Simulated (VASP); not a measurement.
# MgZn2O3 (P-3m1) in VASP: a series of runs

The runs below take MgZn2O3 through relaxation of cell and atoms, with BLYP+D3(BJ), PBEsol+D3(BJ).

Everything below comes from runs of VASP 6.6.1. Logs are shortened: lines on timing, memory, paths and dates and some standing lists are left out, and cuts for length are marked.

## (1) The cell of the first run

It takes space group P-3m1 (No. 164, trigonal). The conventional cell has a = 3.053 Å, b = 3.053 Å, c = 7.452 Å, α = 90.00°, β = 90.00°, γ = 120.00°. Within 2.8 Å of Mg (site symmetry -3m) lie 6 O at 2.13 Å. Within 2.9 Å of Zn (site symmetry 3m) lie 6 O at 2.16 to 2.17 Å. O (site symmetry 3m) has 3 Mg at 2.13 Å and 3 Zn at 2.17 Å within 2.8 Å. Within 2.9 Å of O (site symmetry -3m) lie 6 Zn at 2.16 Å.

## (2) Relaxation of cell and atoms, BLYP+D3(BJ)

The input, INCAR:

```
SYSTEM = MgZn2O3
PREC = Accurate
ENCUT = 600
EDIFF = 1E-6
ISMEAR = 0
SIGMA = 0.01
LREAL = .False.
LASPH = .True.
NELM = 100
ALGO = Normal
ISIF = 3
LWAVE = .False.
LCHARG = .False.
GGA = B5
ALDAX = 1.0
AGGAX = 1.0
AGGAC = 1.0
ALDAC = 0.0
IVDW = 12
VDW_S6 = 1.0
VDW_S8 = 2.6996
VDW_A1 = 0.4298
VDW_A2 = 4.2359
IBRION = 2
NSW = 80
EDIFFG = -0.005
```

The input, KPOINTS:

```
Automatic mesh
0
Gamma
  12 12 4
  0 0 0
```

The input, POSCAR:

```
MgZn2O3
1.0
    3.0525990100      0.0000000000      0.0000000000
   -1.5262995000      2.6436282900      0.0000000000
    0.0000000000      0.0000000000      7.4520430000
Mg Zn O
1 2 3
Direct
    0.0000000000      0.0000000000      0.0000000000
    0.3333333300      0.6666666700      0.6684160000
    0.6666666700      0.3333333300      0.3315840000
    0.3333333300      0.6666666700      0.1607000000
    0.6666666700      0.3333333300      0.8393000000
    0.0000000000      0.0000000000      0.5000000000
```

Potentials or basis: VASP PAW PBE potentials, release 64 (Mg, Zn, O).

The run is started by

```
$ cat potpaw_PBE.64/Mg/POTCAR potpaw_PBE.64/Zn/POTCAR potpaw_PBE.64/O/POTCAR > POTCAR
$ mpirun -np 1 vasp_std > vasp.out
```

OUTCAR:

```text
SYSTEM = MgZn2O3
   PREC = Accurate
   ENCUT = 600
   EDIFF = 1E-6
   ISMEAR = 0
   LREAL = .False.
   LASPH = .True.
   NELM = 100
   ISIF = 3
   GGA = B5
   IVDW = 12
   IBRION = 2
   NSW = 80
   EDIFFG = -0.005
 IVDW          = 12

 ion  position               nearest neighbor table
   1  0.000  0.000  0.000-   4 2.13   5 2.13   4 2.13   5 2.13   5 2.13   4 2.13   2 3.04   3 3.04
                             2 3.04   3 3.04   2 3.04   3 3.04
   2  0.333  0.667  0.668-   6 2.16   6 2.16   6 2.16   5 2.17   5 2.17   5 2.17   1 3.04   1 3.04
                             1 3.04
   3  0.667  0.333  0.332-   6 2.16   6 2.16   6 2.16   4 2.17   4 2.17   4 2.17   1 3.04   1 3.04
                             1 3.04
   4  0.333  0.667  0.161-   1 2.13   1 2.13   1 2.13   3 2.17   3 2.17   3 2.17
   5  0.667  0.333  0.839-   1 2.13   1 2.13   1 2.13   2 2.17   2 2.17   2 2.17
   6  0.000  0.000  0.500-   2 2.16   3 2.16   2 2.16   3 2.16   3 2.16   2 2.16

  LATTYP: Found a hexagonal cell.
 ALAT       =     3.0525990100
 C/A-ratio  =     2.4412125456

  Lattice vectors:

 A1 = (   3.0525990100,   0.0000000000,   0.0000000000)
 A2 = (  -1.5262995000,   2.6436282900,   0.0000000000)
 A3 = (   0.0000000000,   0.0000000000,   7.4520430000)

Analysis of symmetry for initial positions (statically):
=====================================================================
 Subroutine PRICEL returns:
 Original cell was already a primitive cell.

 Routine SETGRP: Setting up the symmetry group for a
 hexagonal supercell.

 Subroutine GETGRP returns: Found 12 space group operations
 (whereof 12 operations were pure point group operations)
 out of a pool of 24 trial point group operations.

The static configuration has the point symmetry D_3d.

Analysis of symmetry for dynamics (positions and initial velocities):
=====================================================================
 Subroutine PRICEL returns:
 Original cell was already a primitive cell.

 Routine SETGRP: Setting up the symmetry group for a
 hexagonal supercell.

 Subroutine GETGRP returns: Found 12 space group operations
 (whereof 12 operations were pure point group operations)
 out of a pool of 24 trial point group operations.

The dynamic configuration has the point symmetry D_3d.

 Subroutine INISYM returns: Found 12 space group operations
 (whereof 12 operations are pure point group operations),
 and found     1 'primitive' translations

----------------------------------------------------------------------------------------

                                     Primitive cell

  volume of cell :      60.1375

  direct lattice vectors                    reciprocal lattice vectors
     3.052599010  0.000000000  0.000000000     0.327589702  0.189134002  0.000000000
    -1.526299500  2.643628290  0.000000000     0.000000000  0.378268005  0.000000000
     0.000000000  0.000000000  7.452043000     0.000000000  0.000000000  0.134191389

  length of vectors
     3.052599010  3.052599007  7.452043000     0.378268005  0.378268005  0.134191389

  position of ions in fractional coordinates (direct lattice)
     0.000000000  0.000000000  0.000000000
     0.333333330  0.666666670  0.668416000
     0.666666670  0.333333330  0.331584000
     0.333333330  0.666666670  0.160700000
     0.666666670  0.333333330  0.839300000
     0.000000000  0.000000000  0.500000000

  ion indices of the primitive-cell ions
   primitive index   ion index
                 1           1
                 2           2
                 3           3
                 4           4
                 5           5
                 6           6

----------------------------------------------------------------------------------------

 KPOINTS: Automatic mesh

Automatic generation of k-mesh.
 Grid dimensions read from file:
 generate k-points for:   12   12    4

 Generating k-lattice:

  Cartesian coordinates                     Fractional coordinates (reciprocal lattice)
     0.027299142  0.015761167  0.000000000     0.083333333  0.000000000  0.000000000
     0.000000000  0.031522334  0.000000000     0.000000000  0.083333333  0.000000000
     0.000000000  0.000000000  0.033547847     0.000000000  0.000000000  0.250000000

  Length of vectors
     0.031522334  0.031522334  0.033547847

  Shift w.r.t. Gamma in fractional coordinates (k-lattice)
     0.000000000  0.000000000  0.000000000

 Subroutine IBZKPT returns following result:
 ===========================================

 Found     69 irreducible k-points:

 Following reciprocal coordinates:
            Coordinates               Weight
  0.000000  0.000000  0.000000      1.000000
  0.083333 -0.000000  0.000000      6.000000
  0.166667 -0.000000  0.000000      6.000000
  0.250000 -0.000000  0.000000      6.000000
  0.333333 -0.000000  0.000000      6.000000
  0.416667 -0.000000  0.000000      6.000000
[... 16 lines left out ...]
  0.166667 -0.000000  0.250000      6.000000
  0.000000  0.166667  0.250000      6.000000
 [... further k-points ...]
   k-points           NKPTS =     69   k-points in BZ     NKDIM =     69   number of bands    NBANDS=     26
   number of dos      NEDOS =    301   number of ions     NIONS =      6
   total plane-waves  NPLWV =  34560
   dimension x,y,z NGX =    24 NGY =   24 NGZ =   60
   dimension x,y,z NGXF=    48 NGYF=   48 NGZF=  120
   ions per type =               1   2   3
   NGX,Y,Z   is equivalent  to a cutoff of  13.07, 13.07, 13.39 a.u.
   NGXF,Y,Z  is equivalent  to a cutoff of  26.14, 26.14, 26.77 a.u.
 SYSTEM =  MgZn2O3
   PREC   = accura    normal or accurate (medium, high low for compatibility)
   ISTART =      0    job   : 0-new  1-cont  2-samecut
   ICHARG =      2    charge: 1-file 2-atom 10-const
   ISPIN  =      1    spin polarized calculation?
   LNONCOLLINEAR =      F non collinear calculations
   LSORBIT =      F    spin-orbit coupling
   LASPH  =      T    aspherical Exc in radial PAW
   ENCUT  =  600.0 eV  44.10 Ry    6.64 a.u.   6.10  6.10 14.88*2*pi/ulx,y,z
   NELM   =    100;   NELMIN=  2; NELMDL= -5     # of ELM steps
   EDIFF  = 0.1E-05   stopping-criterion for ELM
   LREAL  =      F    real-space projection
   EDIFFG = -.5E-02   stopping-criterion for IOM
   NSW    =     80    number of steps for IOM
   IBRION =      2    ionic relax: 0-MD 1-quasi-New 2-CG
   NFREE  =      1    steps in history (QN), initial steepest desc. (CG)
   ISIF   =      3    stress and relaxation
   ISYM   =      2    0-nonsym 1-usesym 2-fastsym
   POTIM  = 0.5000    time-step for ionic-motion
   TEBEG  =    0.0;   TEEND  =   0.0 temperature during run
   PSTRESS=    0.0 pullay stress
   NELECT =      44.0000    total number of electrons
   NUPDOWN=      -1.0000    fix difference up-down
   EMIN   =  10.00;   EMAX   =-10.00  energy-range for DOS
   EFERMI =   0.00;   METHOD = LEGACY
   ISMEAR =     0;   SIGMA  =   0.01  broadening in eV -4-tet -1-fermi 0-gaus
   EFERMI_NEDOS =   21; number of points for ismear=-14 and -15
   IALGO  =     38    algorithm
   IMIX   =      4    mixing-type and parameters
     AMIX     =   0.40;   BMIX     =  1.00
     AMIX_MAG =   1.60;   BMIX_MAG =  1.00
  volume/ion in A,a.u.               =      10.02        67.64
  Fermi-wavevector in a.u.,A,eV,Ry     =   1.475176  2.787679 29.608247  2.176145
  Thomas-Fermi vector in A             =   2.589857
   LORBIT       =      0    0 simple, 1 ext, 2 COOP (PROOUT), +10 PAW based schemes
   GGA     = B5    functional components
   LHFCALC =     F    Hartree Fock is set to
   AEXX    =    0.0000 exact exchange contribution
   IVDW    =    12    specifies the selected vdW correction
   LEPSILON=     F    determine dielectric tensor
   LRPA    =     F    only Hartree local field effects (RPA)
 conjugate gradient relaxation of ions
 non-spin polarized calculation
 Gauss-broadening in eV      SIGMA  =   0.01
  energy-cutoff  :      600.00
  volume of cell :       60.14
 maximum number of plane-waves:      2040
   NGX = 13   NGY = 13   NGZ = 29

--------------------------------------- Ionic step        1  -------------------------------------------

 number of electron      44.0000034 magnetization

 Free energy of the ion-electron system (eV)
  ---------------------------------------------------
  ext. energy  EPLUGINS =         0.00000000
  ---------------------------------------------------
  free energy    TOTEN  =       -26.93383056 eV

  energy without entropy =      -26.93383056  energy(sigma->0) =      -26.93383056

------------------------ aborting loop because EDIFF is reached ----------------------------------------

 Edisp (eV)   -3.44478

 E8    (eV) :    -2.3726

  FORCE on cell =-STRESS in cart. coord.  units (eV):
  Direction    XX          YY          ZZ          XY          YZ          ZX
  --------------------------------------------------------------------------------------
  -------------------------------------------------------------------------------------
  Total      -1.88980    -1.88980    -1.92463    -0.00000     0.00000    -0.00000
  in kB     -50.34789   -50.34789   -51.27585    -0.00000     0.00000    -0.00000
  external pressure =      -50.66 kB  Pullay stress =        0.00 kB
[... 333 lines left out ...]
  energy  without entropy=      -30.4130708043  energy(sigma->0) =      -30.41307080

--------------------------------------- Ionic step        9  -------------------------------------------

 number of electron      43.9999997 magnetization

 Free energy of the ion-electron system (eV)
  ---------------------------------------------------
  ext. energy  EPLUGINS =         0.00000000
  ---------------------------------------------------
  free energy    TOTEN  =       -26.85594717 eV

  energy without entropy =      -26.85594717  energy(sigma->0) =      -26.85594717

 E-fermi :   3.2793     XC(G=0): -11.3334

 val. band max:        3.1869544200   @ k =   0.0000   0.0000   0.0000
 cond. band min:       5.2494786916   @ k =   0.0000   0.0000   0.0000
 fundamental gap:      2.0625242716
 Fermi energy:         3.2793448567

 k-point     1 :       0.0000    0.0000    0.0000
  band No.  band energies     occupation
      1     -14.8319      2.00000
      2     -13.9549      2.00000
      3     -13.8015      2.00000
      4      -3.0033      2.00000
      5      -2.2209      2.00000
      6      -2.1553      2.00000
[... 685 lines left out ...]
     25      10.6992      0.00000
     26      13.3692      0.00000

 [... further k-points ...]

------------------------ aborting loop because EDIFF is reached ----------------------------------------

 Edisp (eV)   -3.55713

 E8    (eV) :    -2.4497

  FORCE on cell =-STRESS in cart. coord.  units (eV):
  Direction    XX          YY          ZZ          XY          YZ          ZX
  --------------------------------------------------------------------------------------
  -------------------------------------------------------------------------------------
  Total       0.00215     0.00215     0.01616     0.00000     0.00000     0.00000
  in kB       0.05911     0.05911     0.44439     0.00000     0.00000     0.00000
  external pressure =        0.19 kB  Pullay stress =        0.00 kB
[... 21 lines left out ...]
  FREE ENERGIE OF THE ION-ELECTRON SYSTEM (eV)
  ---------------------------------------------------
  free  energy   TOTEN  =       -30.4130728304 eV

  energy  without entropy=      -30.4130728304  energy(sigma->0) =      -30.41307283

 reached required accuracy - stopping structural energy minimisation
```

It took 13 min on 1 thread of AMD EPYC 9755, shared host; peak memory 0.26 GiB.

What came out:

- Free energy: -30.4131 eV
- Relaxed volume: 9.71 Å³/atom
- Relaxed cell: a = 3.020 Å, b = 3.020 Å, c = 7.375 Å, α = 90.00°, β = 90.00°, γ = 120.00°
- Space group after relaxing (to 0.1 Å): P-3m1 (No. 164)
- Energy gained by relaxing: 5.7 meV/atom
- Ionic steps: 9
- Pressure after relaxing: 0.0 GPa
- Largest force after relaxing: 0.003 eV/Å
- Band gap on the k mesh: 2.06 eV
- Dispersion energy per atom: -0.593 eV

Forces in eV/Å, atoms in the order of the input:
```
Mg   0.000  0.000  0.000
Zn   0.000  0.000 -0.002
Zn   0.000  0.000  0.002
O    0.000  0.000 -0.003
O    0.000  0.000  0.003
O    0.000  0.000  0.000
```

The path:
```tsv
step	energy change (eV)	largest force (eV/Å)	pressure (GPa)	volume (Å³)
1	0.0000	0.1978	-5.07	60.14
2	-0.0262	0.1052	2.63	57.42
3	-0.0322	0.1345	0.14	58.23
4	-0.0322	0.1333	0.19	58.19
5	-0.0340	0.0533	0.10	58.21
6	-0.0344	0.0224	0.04	58.22
7	-0.0344	0.0209	0.07	58.22
8	-0.0345	0.0071	-0.01	58.26
9	-0.0345	0.0034	0.02	58.25
```

Final structure:
```
Mg Zn O
1.0
     3.02015    0.00000    0.00000
    -1.51008    2.61553    0.00000
     0.00000    0.00000    7.37461
Mg Zn O
1 2 3
Direct
  0.00000 0.00000 0.00000
  0.33333 0.66667 0.66987
  0.66667 0.33333 0.33013
  0.33333 0.66667 0.15828
  0.66667 0.33333 0.84172
  0.00000 0.00000 0.50000
```

Levels at points of the mesh, in eV from the valence-band top:
```csv
k point,band 19,band 20,band 21,band 22,band 23,band 24,band 25,band 26
"(0.00, 0.00, 0.00)",-0.90,-0.90,0.00,0.00,2.06,5.74,6.07,10.62
"(0.50, 0.00, 0.00)",-1.55,-1.12,-0.71,-0.33,5.22,7.26,7.54,9.14
"(0.00, 0.00, 0.50)",-0.54,-0.54,-0.10,-0.10,3.34,4.37,6.50,10.52
"(0.50, 0.00, 0.50)",-2.06,-1.50,-0.15,-0.10,5.65,6.40,7.30,9.79
```

Caveat: the PAW data sets were made with another functional, which shifts forces and pressure a little.

## (3) Relaxation of cell and atoms, PBEsol+D3(BJ)

The input, INCAR:

```
ALGO = Normal
EDIFF = 1E-6
EDIFFG = -0.005
ENCUT = 600
GGA = PS
IBRION = 2
ISIF = 3
ISMEAR = 0
IVDW = 12
LASPH = True
LCHARG = False
LREAL = False
LWAVE = False
NELM = 80
NSW = 80
PREC = Accurate
SIGMA = 0.01
```

The input, KPOINTS:

```
k-points
0
Gamma
  12 12 4
```

POSCAR is that of step 2.

Potentials or basis: VASP PAW PBE potentials, release 64 (Mg, Zn, O).

The run is started by

```
$ cat potpaw_PBE.64/Mg/POTCAR potpaw_PBE.64/Zn/POTCAR potpaw_PBE.64/O/POTCAR > POTCAR
$ mpirun -np 1 vasp_std > vasp.out
```

It took 6.5 min on 1 thread of AMD EPYC 9755, shared host; peak memory 0.25 GiB.

It converged, with:

```
Free energy                           : -32.9210 eV
Relaxed volume                        : 9.39 Å³/atom
Relaxed cell                          : a = 2.988 Å, b = 2.988 Å, c = 7.286 Å, α = 90.00°, β = 90.00°, γ = 120.00°
Space group after relaxing (to 0.1 Å) : P-3m1 (No. 164)
Energy gained by relaxing             : 22.3 meV/atom
Ionic steps                           : 7
Pressure after relaxing               : -0.1 GPa
Band gap on the k mesh                : 1.97 eV
Dispersion energy per atom            : -0.237 eV
```

Forces in eV/Å, atoms in the order of the input:
```
Mg   0.000  0.000  0.000
Zn   0.000  0.000  0.000
Zn   0.000  0.000  0.000
O    0.000  0.000 -0.003
O    0.000  0.000  0.003
O    0.000  0.000  0.000
```

The path:
```tsv
step	energy change (eV)	largest force (eV/Å)	pressure (GPa)	volume (Å³)
1	0.0000	0.0778	-10.67	60.14
2	-0.0961	0.0999	6.66	54.51
3	-0.1338	0.0291	-0.04	56.36
4	-0.1337	0.0320	0.15	56.28
5	-0.1339	0.0123	0.03	56.35
6	-0.1339	0.0082	-0.07	56.37
7	-0.1339	0.0030	-0.05	56.34
```

Final structure:
```xyz
6
Lattice="2.9882 0.0000 0.0000 -1.4941 2.5879 0.0000 0.0000 0.0000 7.2858" Properties=species:S:1:pos:R:3 pbc="T T T"
Mg    0.0000    0.0000    7.2858
Zn    0.0000    1.7253    4.8722
Zn    1.4941    0.8626    2.4136
O     0.0000    1.7253    1.1710
O     1.4941    0.8626    6.1149
O     0.0000    0.0000    3.6429
```

Levels at points of the mesh, in eV from the valence-band top:
| k point | band 18 | band 19 | band 20 | band 21 | band 22 | band 23 | band 24 | band 25 | band 26 |
| --- | --- | --- | --- | --- | --- | --- | --- | --- | --- |
| (0.00, 0.00, 0.00) | -1.08 | -0.99 | -0.99 | 0.00 | 0.00 | 1.97 | 5.64 | 5.71 | 10.59 |
| (0.50, 0.00, 0.00) | -2.54 | -1.69 | -1.24 | -0.73 | -0.33 | 5.36 | 6.97 | 7.48 | 9.18 |
| (0.00, 0.00, 0.50) | -1.37 | -0.62 | -0.62 | -0.11 | -0.11 | 3.32 | 4.26 | 6.04 | 10.66 |
| (0.50, 0.00, 0.50) | -2.35 | -2.17 | -1.60 | -0.15 | -0.11 | 5.78 | 6.04 | 7.45 | 9.53 |

Caveat: the PAW data sets were made with another functional, which shifts forces and pressure a little.
